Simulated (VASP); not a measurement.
Wanted: the native input for a VASP 6.6.1 run.

| Property | Result |
| --- | --- |
| Task | electric field gradients |
| Functional | PBE |
| Potentials or basis | VASP PAW PBE potentials, release 64 (Lu) |
| Cutoff | 520 eV |
| k mesh | 15 × 15 × 15 |
| Occupations | fermi-dirac, width 0.05 eV |
| Spin | no spin polarisation |
| Dipole correction | no |
| Further INCAR settings | ALGO = Normal; EDIFF = 1e-08; NBANDS = 18 |

The structure of Lu lies in POSCAR:

```
Lu
1.0
   -1.9861473462      1.9861473462      1.9861473462
    1.9861473462     -1.9861473462      1.9861473462
    1.9861473462      1.9861473462     -1.9861473462
Lu
1
Direct
    0.0000000000      0.0000000000      0.0000000000
```

This cell differs from its parent crystal: volume scaled by 1.05.

One way to write it, as run:

INCAR

```
  ALGO = Normal
  EDIFF = 1E-8
  ENCUT = 520
  GGA = PE
  ISIF = 2
  ISMEAR = -1
  LASPH = True
  LCHARG = False
  LEFG = True
  LREAL = False
  LWAVE = False
  NBANDS = 18
  NELM = 60
  PREC = Accurate
  SIGMA = 0.05
```

KPOINTS

```
k-points
0
Gamma
  15 15 15
```

Potentials or basis: VASP PAW PBE potentials, release 64 (Lu).

Launch:

```console
$ cat potpaw_PBE.64/Lu/POTCAR > POTCAR
$ mpirun -np 1 vasp_std > vasp.out
```

Results of the run:

* Pressure: -2.1 GPa

Caveat: without QUAD_EFG the Cq values of the log hold for a quadrupole moment of 1 mb, not for the nuclei.

Run time: 50 s on 1 thread of Intel(R) Xeon(R) Platinum 8488C (Sapphire Rapids), on a shared host, peak memory 0.22 GiB.
